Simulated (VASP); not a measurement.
Write the native input for VASP 6.6.1 that does the following.

```
Task                   : single point
Functional             : PBE
Potentials or basis    : VASP PAW PBE potentials, release 64 (Se, Li_sv)
Cutoff                 : 750 eV
k mesh                 : 4 × 4 × 4
Occupations            : gaussian, width 0.01 eV
Spin                   : no spin polarisation
Dipole correction      : no
Further INCAR settings : ALGO = Normal; EDIFF = 1e-06; NBANDS = 13
```

The structure of Li2Se lies in POSCAR:

```
Li2Se
1.0
    0.0000000000      2.9935210598      2.9935210598
    2.9935210598      0.0000000000      2.9935210598
    2.9935210598      2.9935210598      0.0000000000
Se Li
1 2
Direct
    0.0000000000      0.0000000000      0.0000000000
    0.2500000000      0.2500000000      0.2500000000
    0.7500000000      0.7500000000      0.7500000000
```

The input as run:

INCAR

```
PREC = Accurate
ENCUT = 750
EDIFF = 1E-6
ISMEAR = 0
SIGMA = 0.01
LREAL = False
LASPH = True
NELM = 120
ALGO = Normal
ISIF = 2
LWAVE = False
LCHARG = True
GGA = PE
LELF = True
LVHAR = True
NBANDS = 13
GGA_COMPAT = False
```

KPOINTS

```
regular mesh
0
Gamma
  4 4 4
```

Potentials or basis: VASP PAW PBE potentials, release 64 (Se, Li_sv).

Command:

```bash
$ cat potpaw_PBE.64/Se/POTCAR potpaw_PBE.64/Li_sv/POTCAR > POTCAR
$ mpirun -np 1 vasp_std > vasp.out
```

Results of the run:

| Property | Result |
| --- | --- |
| Pressure | 0.3 GPa |
| Band gap on the k mesh | 2.96 eV (least direct gap 3.42 eV) |

Caveat: the k points lie up to 0.45 Å⁻¹ apart.

Wall time 27 s on 1 thread of Intel Xeon 8259CL (shared host), peak memory 0.23 GiB.
